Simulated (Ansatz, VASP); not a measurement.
# Two plane-wave programs on WS2

```
W S
1.0
     3.01733    0.00000    0.00000
    -1.50866    2.61308    0.00000
     0.00000    0.00000   12.54453
W S
2 4
Direct
  0.33333 0.66667 0.25000
  0.66667 0.33333 0.75000
  0.33333 0.66667 0.61645
  0.66667 0.33333 0.11645
  0.33333 0.66667 0.88355
  0.66667 0.33333 0.38355
```

Alike in both runs: task single point; functional PBEsol; dispersion D3(BJ); k mesh 12 × 12 × 4; occupations gaussian, width 0.05 eV; no spin polarisation.

|  | VASP | Ansatz |
| --- | --- | --- |
| version | VASP 6.6.1 | Ansatz 0.2.0 |
| potentials or method | VASP PAW PBE potentials, release 64 (W_sv, S), cutoff 520 eV | scalar-relativistic, plane waves, PAW |
| valence electrons in the cell | 52 | 52 |

|  | VASP | Ansatz | Ansatz less VASP |
| --- | --- | --- | --- |
| gap on the k mesh at the Fermi level (eV) | 0.92 | 0.91 | -0.003 |
| least direct gap on the mesh (eV) | 1.77 | 1.77 | -0.007 |
| pressure (GPa) | -0.9 | -1.1 | -0.17 |
| traceless stress, the component that is largest in VASP (GPa) | -14.43 | -14.43 | 0.000 |
| rms of the force components (eV/Å) | 0.538 | 0.547 | +0.0092 |

VASP's potentials were made for PBE, not for PBEsol. Atom by atom the forces differ by 0.009 eV/Å (rms over components).

Spin-orbit coupling is off throughout.
